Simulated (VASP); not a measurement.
## NaCl: single point with r2SCAN

NaCl:

```
CELL_PARAMETERS angstrom
-0.18183 3.02893 3.02893
3.02893 -0.18183 3.02893
3.02893 3.02893 -0.18183
ATOMIC_POSITIONS crystal
Na 0.99285 0.99285 0.99285
Cl 0.25715 0.25715 0.25715
```

This cell differs from its parent crystal: epitaxial 111 strain +4.0%.

| Quantity | Value |
| --- | --- |
| Program | VASP 6.6.1 |
| Task | single point |
| Functional | r2SCAN |
| Potentials or basis | VASP PAW PBE potentials, release 64 (Na_pv, Cl) |
| Cutoff | 550 eV |
| k mesh | 8 × 8 × 8 |
| Occupations | gaussian, width 0.01 eV |
| Spin | no spin polarisation |
| Dipole correction | no |
| Further INCAR settings | ALGO = Normal; EDIFF = 1e-06; NBANDS = 14 |

The pressure is -0.7 GPa and the band gap on the k mesh is 5.32 eV.

Stress tensor (GPa, compression positive):
```
-0.70  0.32  0.32
 0.32 -0.70  0.32
 0.32  0.32 -0.70
```

Levels at points of the mesh, in eV from the valence-band top:
```csv
k point,band 3,band 4,band 5,band 6,band 7,band 8,band 9,band 10,band 11,band 12
"(0.00, 0.00, 0.00)",-21.54,-12.77,-0.19,-0.19,0.00,5.32,11.49,11.49,12.55,13.56
"(0.50, 0.00, 0.00)",-21.54,-12.64,-1.15,-0.23,-0.12,8.08,9.05,10.94,11.71,14.84
"(0.50, 0.50, 0.00)",-21.55,-12.59,-1.04,-0.52,-0.32,7.30,9.62,11.19,13.36,14.10
"(0.50, 0.50, 0.50)",-21.55,-12.60,-1.09,-0.33,-0.33,8.13,9.47,10.75,10.75,14.67
```

Run time: 5.4 min on 1 thread of Intel Xeon 8259CL, on a shared host, peak memory 0.24 GiB.

Caveat: the cell differs from its parent crystal (epitaxial 111 strain +4.0%); the PAW data sets were made with another functional, which shifts forces and pressure a little. A k mesh can miss the band edges.
